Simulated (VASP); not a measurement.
# InAs (F-43m) in VASP: a series of runs

InAs is run at these levels: LDA; tasks: single point.

All numbers are computed with VASP 6.6.1; they aren't measurements. Logs are shortened: lines on timing, memory, paths and dates and some standing lists are left out, and cuts for length are marked.

### 1 The cell of the first run

It takes space group F-43m (No. 216, cubic). Conventional cell: a = 6.076 Å, b = 6.076 Å, c = 6.076 Å, α = 90.00°, β = 90.00°, γ = 90.00°. Within 3.5 Å of In (site symmetry -43m) lie 4 As at 2.63 Å. Within 3.5 Å of As (site symmetry -43m) lie 4 In at 2.63 Å.

### 2 Single point, LDA (volume scaled by 1.02)

Input file INCAR:

```
PREC     = Accurate       # precision mode
ENCUT    = 520            # plane-wave cutoff, eV
EDIFF    = 1E-6           # SCF threshold, eV
ISMEAR   = -1             # smearing method
SIGMA    = 0.05           # smearing width, eV
LREAL    = False          # projectors in reciprocal space
LASPH    = True           # aspherical terms in the spheres
NELM     = 80             # most SCF steps
ALGO     = Normal         # electronic algorithm
ISIF     = 2              # what is computed and relaxed
LWAVE    = False          # write WAVECAR
LCHARG   = True           # write CHGCAR
LELF     = True           # ELF
LVHAR    = True         
NBANDS   = 16             # bands
```

Input file KPOINTS:

```
regular mesh
0
Gamma
  8 8 8
```

Input file POSCAR:

```
InAs
1.0
    0.0000000000      3.0379873375      3.0379873375
    3.0379873375      0.0000000000      3.0379873375
    3.0379873375      3.0379873375      0.0000000000
In As
1 1
Direct
    0.0000000000      0.0000000000      0.0000000000
    0.7500000000      0.7500000000      0.7500000000
```

Potentials or basis: VASP PAW LDA potentials, release 64 (In_d, As).

Launch:

```console
$ cat potpaw_LDA.64/In_d/POTCAR potpaw_LDA.64/As/POTCAR > POTCAR
$ mpirun -np 1 vasp_std > vasp.out
```

OUTCAR:

```text
PREC = Accurate
   ENCUT = 520
   EDIFF = 1E-6
   ISMEAR = -1
   LREAL = False
   LASPH = True
   NELM = 80
   ISIF = 2

 ion  position               nearest neighbor table
   1  0.000  0.000  0.000-   2 2.63   2 2.63   2 2.63   2 2.63
   2  0.750  0.750  0.750-   1 2.63   1 2.63   1 2.63   1 2.63

  LATTYP: Found a face centered cubic cell.
 ALAT       =     6.0759746750

  Lattice vectors:

 A1 = (   0.0000000000,   3.0379873375,   3.0379873375)
 A2 = (   3.0379873375,   0.0000000000,   3.0379873375)
 A3 = (   3.0379873375,   3.0379873375,   0.0000000000)

Analysis of symmetry for initial positions (statically):
=====================================================================
 Subroutine PRICEL returns:
 Original cell was already a primitive cell.

 Routine SETGRP: Setting up the symmetry group for a
 face centered cubic supercell.

 Subroutine GETGRP returns: Found 24 space group operations
 (whereof 24 operations were pure point group operations)
 out of a pool of 48 trial point group operations.

The static configuration has the point symmetry T_d .

Analysis of symmetry for dynamics (positions and initial velocities):
=====================================================================
 Subroutine PRICEL returns:
 Original cell was already a primitive cell.

 Routine SETGRP: Setting up the symmetry group for a
 face centered cubic supercell.

 Subroutine GETGRP returns: Found 24 space group operations
 (whereof 24 operations were pure point group operations)
 out of a pool of 48 trial point group operations.

The dynamic configuration has the point symmetry T_d .

 Subroutine INISYM returns: Found 24 space group operations
 (whereof 24 operations are pure point group operations),
 and found     1 'primitive' translations

----------------------------------------------------------------------------------------

                                     Primitive cell

  volume of cell :      56.0774

  direct lattice vectors                    reciprocal lattice vectors
     0.000000000  3.037987338  3.037987338    -0.164582648  0.164582648  0.164582648
     3.037987338  0.000000000  3.037987338     0.164582648 -0.164582648  0.164582648
     3.037987338  3.037987338  0.000000000     0.164582648  0.164582648 -0.164582648

  length of vectors
     4.296362895  4.296362895  4.296362895     0.285065508  0.285065508  0.285065508

  position of ions in fractional coordinates (direct lattice)
     0.000000000  0.000000000  0.000000000
     0.750000000  0.750000000  0.750000000

  ion indices of the primitive-cell ions
   primitive index   ion index
                 1           1
                 2           2

----------------------------------------------------------------------------------------

 KPOINTS: regular mesh

Automatic generation of k-mesh.
 Grid dimensions read from file:
 generate k-points for:    8    8    8

 Generating k-lattice:

  Cartesian coordinates                     Fractional coordinates (reciprocal lattice)
    -0.020572831  0.020572831  0.020572831     0.125000000  0.000000000  0.000000000
     0.020572831 -0.020572831  0.020572831     0.000000000  0.125000000  0.000000000
     0.020572831  0.020572831 -0.020572831     0.000000000  0.000000000  0.125000000

  Length of vectors
     0.035633189  0.035633189  0.035633189

  Shift w.r.t. Gamma in fractional coordinates (k-lattice)
     0.000000000  0.000000000  0.000000000

 Subroutine IBZKPT returns following result:
 ===========================================

 Found     29 irreducible k-points:

 Following reciprocal coordinates:
            Coordinates               Weight
  0.000000  0.000000  0.000000      1.000000
  0.125000  0.000000  0.000000      8.000000
  0.250000  0.000000  0.000000      8.000000
  0.375000  0.000000  0.000000      8.000000
  0.500000  0.000000  0.000000      4.000000
  0.125000  0.125000  0.000000      6.000000
[... 16 lines left out ...]
  0.500000  0.250000  0.125000     48.000000
 -0.375000  0.250000  0.125000     24.000000
 [... further k-points ...]
   k-points           NKPTS =     29   k-points in BZ     NKDIM =     29   number of bands    NBANDS=     16
   number of dos      NEDOS =    301   number of ions     NIONS =      2
   total plane-waves  NPLWV =  32768
   dimension x,y,z NGX =    32 NGY =   32 NGZ =   32
   dimension x,y,z NGXF=    64 NGYF=   64 NGZF=   64
   ions per type =               1   1
   NGX,Y,Z   is equivalent  to a cutoff of  12.38, 12.38, 12.38 a.u.
   NGXF,Y,Z  is equivalent  to a cutoff of  24.76, 24.76, 24.76 a.u.
 SYSTEM =  unknown system
   PREC   = accura    normal or accurate (medium, high low for compatibility)
   ISTART =      0    job   : 0-new  1-cont  2-samecut
   ICHARG =      2    charge: 1-file 2-atom 10-const
   ISPIN  =      1    spin polarized calculation?
   LNONCOLLINEAR =      F non collinear calculations
   LSORBIT =      F    spin-orbit coupling
   LASPH  =      T    aspherical Exc in radial PAW
   ENCUT  =  520.0 eV  38.22 Ry    6.18 a.u.   7.99  7.99  7.99*2*pi/ulx,y,z
   NELM   =     80;   NELMIN=  2; NELMDL= -5     # of ELM steps
   EDIFF  = 0.1E-05   stopping-criterion for ELM
   LREAL  =      F    real-space projection
   EDIFFG = 0.1E-04   stopping-criterion for IOM
   NSW    =      0    number of steps for IOM
   IBRION =     -1    ionic relax: 0-MD 1-quasi-New 2-CG
   NFREE  =      0    steps in history (QN), initial steepest desc. (CG)
   ISIF   =      2    stress and relaxation
   ISYM   =      2    0-nonsym 1-usesym 2-fastsym
   POTIM  = 0.5000    time-step for ionic-motion
   TEBEG  =    0.0;   TEEND  =   0.0 temperature during run
   PSTRESS=    0.0 pullay stress
   NELECT =      18.0000    total number of electrons
   NUPDOWN=      -1.0000    fix difference up-down
   EMIN   =  10.00;   EMAX   =-10.00  energy-range for DOS
   EFERMI =   0.00;   METHOD = LEGACY
   ISMEAR =    -1;   SIGMA  =   0.05  broadening in eV -4-tet -1-fermi 0-gaus
   EFERMI_NEDOS =   21; number of points for ismear=-14 and -15
   IALGO  =     38    algorithm
   IMIX   =      4    mixing-type and parameters
     AMIX     =   0.40;   BMIX     =  1.00
     AMIX_MAG =   1.60;   BMIX_MAG =  1.00
  volume/ion in A,a.u.               =      28.04       189.21
  Fermi-wavevector in a.u.,A,eV,Ry     =   1.120907  2.118208 17.094812  1.256433
  Thomas-Fermi vector in A             =   2.257557
   LORBIT       =      0    0 simple, 1 ext, 2 COOP (PROOUT), +10 PAW based schemes
   GGA     = CA    functional components
   LHFCALC =     F    Hartree Fock is set to
   AEXX    =    0.0000 exact exchange contribution
   IVDW    =     0    specifies the selected vdW correction
   LEPSILON=     F    determine dielectric tensor
   LRPA    =     F    only Hartree local field effects (RPA)
 non-spin polarized calculation
  energy-cutoff  :      520.00
  volume of cell :       56.08
 maximum number of plane-waves:      1540
   NGX = 15   NGY = 15   NGZ = 15

 number of electron      17.9999991 magnetization

 Free energy of the ion-electron system (eV)
  ---------------------------------------------------
  ext. energy  EPLUGINS =         0.00000000
  ---------------------------------------------------
  free energy    TOTEN  =        -9.02150737 eV

  energy without entropy =       -9.02096233  energy(sigma->0) =       -9.02123485

 E-fermi :   4.2408     XC(G=0):  -9.3509

 val. band max:        4.1927372487   @ k =   0.0000   0.0000   0.0000
 cond. band min:       4.9683560477   @ k =   0.5000   0.0000   0.0000
 fundamental gap:      0.7756187991
 Fermi energy:         4.2407732791

 k-point     1 :       0.0000    0.0000    0.0000
  band No.  band energies     occupation
      1     -10.1355      2.00000
      2     -10.1355      2.00000
      3     -10.1355      2.00000
      4     -10.0129      2.00000
      5     -10.0129      2.00000
      6      -7.6298      2.00000
[... 8 lines left out ...]
     15      13.8709      0.00000
     16      13.8709      0.00000

 k-point     2 :       0.1250    0.0000    0.0000
  band No.  band energies     occupation
      1     -10.1552      2.00000
      2     -10.1298      2.00000
      3     -10.1298      2.00000
      4     -10.0130      2.00000
      5     -10.0130      2.00000
      6      -7.4714      2.00000
[... 8 lines left out ...]
     15      12.9497      0.00000
     16      12.9497      0.00000

 k-point     3 :       0.2500    0.0000    0.0000
  band No.  band energies     occupation
      1     -10.1995      2.00000
      2     -10.1177      2.00000
      3     -10.1177      2.00000
      4     -10.0118      2.00000
      5     -10.0118      2.00000
      6      -7.0382      2.00000
[... 8 lines left out ...]
     15      12.6997      0.00000
     16      12.6997      0.00000

 k-point     4 :       0.3750    0.0000    0.0000
  band No.  band energies     occupation
      1     -10.2404      2.00000
      2     -10.1081      2.00000
      3     -10.1081      2.00000
      4     -10.0079      2.00000
      5     -10.0079      2.00000
      6      -6.4861      2.00000
[... 8 lines left out ...]
     15      13.6178      0.00000
     16      13.6178      0.00000

 k-point     5 :       0.5000    0.0000    0.0000
  band No.  band energies     occupation
      1     -10.2565      2.00000
      2     -10.1050      2.00000
      3     -10.1050      2.00000
      4     -10.0053      2.00000
      5     -10.0053      2.00000
      6      -6.1932      2.00000
[... 8 lines left out ...]
     15      14.8345      0.00000
     16      14.8345      0.00000

 k-point     6 :       0.1250    0.1250    0.0000
  band No.  band energies     occupation
      1     -10.1673      2.00000
      2     -10.1244      2.00000
      3     -10.1244      2.00000
      4     -10.0173      2.00000
      5     -10.0097      2.00000
      6      -7.4191      2.00000
[... 8 lines left out ...]
     15      12.6660      0.00000
     16      14.0388      0.00000
[... 267 lines left out ...]
 k-point    21 :       0.5000    0.5000    0.0000
  band No.  band energies     occupation
      1     -10.3141      2.00000
      2     -10.0570      2.00000
      3     -10.0570      2.00000
      4     -10.0502      2.00000
      5      -9.9909      2.00000
      6      -5.6641      2.00000
[... 8 lines left out ...]
     15      15.6986      0.00000
     16      16.1577      0.00000

 k-point    22 :       0.3750    0.2500    0.1250
  band No.  band energies     occupation
      1     -10.2362      2.00000
      2     -10.1029      2.00000
      3     -10.0984      2.00000
      4     -10.0244      2.00000
      5     -10.0037      2.00000
      6      -6.6839      2.00000
[... 8 lines left out ...]
     15      14.2043      0.00000
     16      14.7629      0.00000

 k-point    23 :       0.5000    0.2500    0.1250
  band No.  band energies     occupation
      1     -10.2624      2.00000
      2     -10.0978      2.00000
      3     -10.0876      2.00000
      4     -10.0220      2.00000
      5     -10.0039      2.00000
      6      -6.1895      2.00000
[... 8 lines left out ...]
     15      14.3184      0.00000
     16      15.1418      0.00000

 k-point    24 :      -0.3750    0.2500    0.1250
  band No.  band energies     occupation
      1     -10.2723      2.00000
      2     -10.0969      2.00000
      3     -10.0837      2.00000
      4     -10.0181      2.00000
      5     -10.0058      2.00000
      6      -5.9334      2.00000
[... 8 lines left out ...]
     15      14.4534      0.00000
     16      15.1400      0.00000

 [... further k-points ...]
[... 5 lines left out ...]
  --------------------------------------------------------------------------------------
  -------------------------------------------------------------------------------------
  Total       -0.4430906     -0.4430906     -0.4430906      0.0000000      0.0000000     -0.0000000
  in kB      -12.6594609    -12.6594609    -12.6594609      0.0000000      0.0000000     -0.0000000
  external PRESSURE =     -12.6594609 kB  Pullay stress =       0.0000000 kB

 VOLUME and BASIS-vectors are now :
 -----------------------------------------------------------------------------
  energy-cutoff  :      520.00
  volume of cell :       56.08
      direct lattice vectors                 reciprocal lattice vectors
     0.000000000  3.037987338  3.037987338    -0.164582648  0.164582648  0.164582648
     3.037987338  0.000000000  3.037987338     0.164582648 -0.164582648  0.164582648
     3.037987338  3.037987338  0.000000000     0.164582648  0.164582648 -0.164582648

 POSITION                                       TOTAL-FORCE (eV/Angst)
 -----------------------------------------------------------------------------------
      0.00000      0.00000      0.00000         0.000000      0.000000      0.000000
      4.55698      4.55698      4.55698        -0.000000     -0.000000     -0.000000
 -----------------------------------------------------------------------------------
    total drift:                                0.000000      0.000000      0.000000

  FREE ENERGIE OF THE ION-ELECTRON SYSTEM (eV)
  ---------------------------------------------------
  free  energy   TOTEN  =        -9.0215073726 eV

  energy  without entropy=       -9.0209623279  energy(sigma->0) =       -9.02123485
```

Run time: 30 s. Hardware: 1 thread of AMD EPYC 7R43 (Zen 3), shared host; peak memory 0.13 GiB.

Results:

- Free energy: -9.0215 eV
- Pressure: -1.3 GPa
- Band gap on the k mesh: zero (filled and empty bands touch)

Levels at points of the mesh, in eV from the Fermi level:
| k point | band 5 | band 6 | band 7 | band 8 | band 9 | band 10 | band 11 | band 12 | band 13 | band 14 |
| --- | --- | --- | --- | --- | --- | --- | --- | --- | --- | --- |
| (0.00, 0.00, 0.00) | -14.25 | -11.87 | -0.52 | -0.05 | -0.05 | -0.05 | 3.77 | 3.77 | 3.77 | 7.18 |
| (0.50, 0.00, 0.00) | -14.25 | -10.43 | -5.81 | -1.03 | -1.03 | 0.73 | 4.55 | 4.55 | 6.62 | 8.72 |
| (0.50, 0.50, 0.00) | -14.23 | -9.90 | -5.90 | -2.35 | -2.35 | 1.39 | 1.90 | 8.86 | 8.99 | 8.99 |

Caveat: spin-orbit coupling is left out, which moves the levels of the heavy elements.

### 3 Single point, LDA (volume scaled by 1.04)

Input file INCAR:

```
PREC = Accurate
ENCUT = 520
EDIFF = 1E-7
ISMEAR = -1
SIGMA = 0.05
LREAL = False
LASPH = True
NELM = 80
ALGO = Normal
ISIF = 2
LWAVE = False
LCHARG = False
NBANDS = 16
```

Input file KPOINTS:

```
Automatic mesh
0
Gamma
  8 8 8
```

Input file POSCAR:

```
InAs
1.0
    0.0000000000      3.0577150807      3.0577150807
    3.0577150807      0.0000000000      3.0577150807
    3.0577150807      3.0577150807      0.0000000000
In As
1 1
Direct
    0.0000000000      0.0000000000      0.0000000000
    0.7500000000      0.7500000000      0.7500000000
```

Potentials or basis: VASP PAW LDA potentials, release 64 (In_d, As).

Launch:

```console
$ cat potpaw_LDA.64/In_d/POTCAR potpaw_LDA.64/As/POTCAR > POTCAR
$ mpirun -np 1 vasp_std > vasp.out
```

Wall time 32 s (1 thread of AMD EPYC 7R43 (Zen 3), shared host); peak memory 0.13 GiB.

It converged, with:

* Free energy: -9.0096 eV
* Pressure: -2.3 GPa
* Band gap on the k mesh: zero (filled and empty bands touch)

Levels at points of the mesh, in eV from the Fermi level:
```
           k point  band 7  band 8  band 9  band 10  band 11  band 12
(0.00, 0.00, 0.00)   -0.62   -0.05   -0.05    -0.05     3.76     3.76
(0.50, 0.00, 0.00)   -5.72   -1.00   -1.00     0.69     4.53     4.53
(0.50, 0.50, 0.00)   -5.82   -2.28   -2.28     1.42     1.90     8.74
```

Caveat: spin-orbit coupling is left out, which moves the levels of the heavy elements.
